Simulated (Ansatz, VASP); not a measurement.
# One calculation of WS2, two programs

The input INCAR:

```
ALGO = Normal ; DIPOL = 0.5 0.5 0.500
EDIFF = 1E-7 ; ENCUT = 520
GGA = PE ; IDIPOL = 3
ISIF = 2 ; ISMEAR = 0
IVDW = 12 ; LASPH = T
LCHARG = T ; LDIPOL = T
LELF = T ; LREAL = F
LVACPOTAV = T ; LVHAR = T
LWAVE = F ; NBANDS = 20
NELM = 100 ; PREC = Accurate
SIGMA = 0.02
```

The input KPOINTS:

```
k-points
0
Gamma
  12 12 1
```

File POSCAR:

```
WS2
1.0
    3.0960000000      0.0000000000      0.0000000000
   -1.5480000000      2.6812146501      0.0000000000
    0.0000000000      0.0000000000     32.2910878415
S W
2 1
Direct
    0.3333333333      0.6666666667      0.4499303862
    0.3333333333      0.6666666667      0.5500818589
    0.6666666667      0.3333333333      0.5000061202
```

Input for Ansatz:

```yaml
crystal:
  lattice:
    - [3.096, 0.0, 0.0]
    - [-1.548, 2.6812146501, 0.0]
    - [0.0, 0.0, 32.2910878415]
  atoms:
    - { symbol: S, position: [0.3333333333, 0.6666666667, 0.4499303862] }
    - { symbol: W, position: [0.6666666667, 0.3333333333, 0.5000061202] }
    - { symbol: S, position: [0.3333333333, 0.6666666667, 0.5500818589] }
  periodic: [true, true, false]
basis:
  ecutwfc: 420
kpoints:
  mp_grid: { grid: [12, 12, 1] }
hamiltonian:
  xc: pbe
  pseudopotentials: { kind: paw, azcp: { folder: soft_1 } }
  dispersion: d3bj
scf:
  occupations: { method: gaussian, width: 0.02 }
output:
  forces: true
  stress: true
  eigenvalues: true
  write_density: true
  write_potential: true
  elf: true
  volumetric_format: npy
```

Alike in both runs: task single point; functional PBE; dispersion D3(BJ); k mesh 12 × 12 × 1; occupations gaussian, width 0.02 eV; no spin polarisation.

```csv
,VASP,Ansatz
version,VASP 6.6.1,Ansatz 0.2.0
potentials or method,"VASP PAW PBE potentials, release 64 (S, W_sv), cutoff 520 eV","scalar-relativistic, plane waves, PAW"
valence electrons in the cell,26,26
```

```tsv
	VASP	Ansatz	Ansatz less VASP
gap on the k mesh at the Fermi level (eV)	1.80	1.80	+0.002
least direct gap on the mesh (eV)	2.28	2.28	-0.003
rms of the force components (eV/Å)	0.163	0.164	+0.0013
```

Spin-orbit coupling is off throughout.
